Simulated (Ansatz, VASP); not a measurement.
**Two plane-wave programs on CrAgC4N4**

The input INCAR:

```
ALGO = Normal
EDIFF = 1E-6
ENCUT = 520
GGA = PE
ISIF = 2
ISMEAR = 0
ISPIN = 2
LASPH = T
LCHARG = T
LELF = T
LMAXMIX = 4
LORBIT = 11
LREAL = F
LVHAR = T
LWAVE = F
MAGMOM = 3 0 0 0 0 0 0 0 0 0
NBANDS = 44
NELM = 150
PREC = Accurate
SIGMA = 0.1
```

The input KPOINTS:

```
k-points
0
Gamma
  4 4 4
```

The input POSCAR:

```
CrAgC4N4
1.0
    6.0298462100      0.0000000000      0.0000000000
    0.0000000000      6.0298462100      0.0000000000
    0.0000000000      0.0000000000      6.0298462100
Cr Ag C N
1 1 4 4
Direct
    0.5000000000      0.5000000000      0.5000000000
    0.0000000000      0.0000000000      0.0000000000
    0.1936039800      0.1936039800      0.1936039800
    0.1936039800      0.8063960200      0.8063960200
    0.8063960200      0.1936039800      0.8063960200
    0.8063960200      0.8063960200      0.1936039800
    0.3056300300      0.3056300300      0.3056300300
    0.3056300300      0.6943699700      0.6943699700
    0.6943699700      0.3056300300      0.6943699700
    0.6943699700      0.6943699700      0.3056300300
```

Input for Ansatz:

```yaml
crystal:
  lattice:
    - [6.02984621, 0.0, 0.0]
    - [0.0, 6.02984621, 0.0]
    - [0.0, 0.0, 6.02984621]
  atoms:
    - { symbol: Cr, position: [0.5, 0.5, 0.5], spin: 3.0 }
    - { symbol: Ag, position: [0.0, 0.0, 0.0] }
    - { symbol: C, position: [0.19360398, 0.19360398, 0.19360398] }
    - { symbol: C, position: [0.19360398, 0.80639602, 0.80639602] }
    - { symbol: C, position: [0.80639602, 0.19360398, 0.80639602] }
    - { symbol: C, position: [0.80639602, 0.80639602, 0.19360398] }
    - { symbol: "N", position: [0.30563003, 0.30563003, 0.30563003] }
    - { symbol: "N", position: [0.30563003, 0.69436997, 0.69436997] }
    - { symbol: "N", position: [0.69436997, 0.30563003, 0.69436997] }
    - { symbol: "N", position: [0.69436997, 0.69436997, 0.30563003] }
basis:
  ecutwfc: 420
kpoints:
  mp_grid: { grid: [4, 4, 4] }
hamiltonian:
  xc: pbe
scf:
  occupations: { method: gaussian, width: 0.1 }
  lower_state_search: "off"
output:
  forces: true
  stress: true
  eigenvalues: true
  populations: true
magnetization:
  spin_polarized: true
```

Alike in both runs: task single point; functional PBE; k mesh 4 × 4 × 4; occupations gaussian, width 0.1 eV; collinear spin.

|  | VASP | Ansatz |
| --- | --- | --- |
| version | VASP 6.6.1 | Ansatz 0.2.0 |
| potentials or method | VASP PAW PBE potentials, release 64 (Cr_pv, Ag, C, N), cutoff 520 eV | scalar-relativistic, plane waves, PAW |
| valence electrons in the cell | 59 | 69 |

```tsv
	VASP	Ansatz	Ansatz less VASP
gap on the k mesh at the Fermi level (eV)	none	none	-
pressure (GPa)	1.6	1.2	-0.34
rms of the force components (eV/Å)	0.838	0.732	-0.1056
net moment per atom (μB)	0.30	0.30	0.000
size of the moment on the site where the two differ most (μB)	2.98	2.55	-0.424
```

Site moments also hang on the region over which each program counts them. Atom by atom the forces differ by 0.189 eV/Å (rms over components). A gap of «none» marks a metal or a gap that the smearing closes. VASP's potentials hold 59 valence electrons a cell and Ansatz's 69, so a difference there can come from the potentials and not from the codes.

Noted on VASP's run: the standard files for N, O and F lose accuracy on very short bonds.
